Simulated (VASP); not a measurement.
## MgO: single point with LDA

MgO:

```
Mg O
1.0
     0.00000    2.09700    2.09700
     2.09700    0.00000    2.09700
     2.09700    2.09700    0.00000
Mg O
1 1
Cartesian
  0.0000 0.0000 0.0000
  2.0970 2.0970 2.0970
```

| Property | Result |
| --- | --- |
| Program | VASP 6.6.1 |
| Task | single point |
| Functional | LDA |
| Potentials or basis | VASP PAW LDA potentials, release 64 (Mg, O) |
| Cutoff | 600 eV |
| k mesh | 11 × 11 × 11 |
| Occupations | fermi-dirac, width 0.05 eV |
| Spin | no spin polarisation |

```yaml
Pressure: -6.0 GPa
Band_gap_on_the_k_mesh: 4.78 eV, direct
```

Levels at points of the mesh, in eV from the valence-band top:
| k point | band 1 | band 2 | band 3 | band 4 | band 5 | band 6 | band 7 | band 8 |
| --- | --- | --- | --- | --- | --- | --- | --- | --- |
| (0.00, 0.00, 0.00) | -17.07 | 0.00 | 0.00 | 0.00 | 4.78 | 15.60 | 15.60 | 15.60 |

Run time: 16 s on 1 thread of Intel Xeon 8259CL, with other jobs on the host, peak memory 0.13 GiB.

LDA gaps usually lie below the measured ones, often by a third to a half.
